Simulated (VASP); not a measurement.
Runs of VASP 6.6.1 on In2Sb. The structure is that of space group Fm-3m (No. 225), or close to it. The cells are those of the table. 

| task | cell | k mesh | cutoff (eV) | gap on the mesh (eV) | pressure (GPa) |
| --- | --- | --- | --- | --- | --- |
| relaxation of cell and atoms | relaxed from a = 4.905 Å, angles 60.0°, 3 atoms | 4 × 4 × 4 | 600 | none | 0.0 |
| single point | a = 5.184 Å, angles 60.0°, 3 atoms | 12 × 12 × 12 | 520 | none | 0.0 |
| single point | a = 5.222 Å, angles 60.0°, 3 atoms | 4 × 4 × 4 | 520 | none | -0.1 |
| single point | a = 4.905 Å, angles 60.0°, 3 atoms | 4 × 4 × 4 | 520 | none | (a) |

Alike in all rows: level r2SCAN; potentials or basis VASP PAW PBE potentials, release 64 (In_d, Sb); no spin polarisation; smearing gaussian 0.1 eV.

Estimate the missing entries.

(a) 8.3.

Caveats: some runs use coarse meshes; the PAW data sets were made with another functional, which shifts forces and pressure a little; spin-orbit coupling is left out, which moves the levels of the heavy elements.

A k mesh can miss the band edges, and the runs leave out spin-orbit coupling on In, Sb.

A gap of «none» marks levels without a gap at the run's occupations.
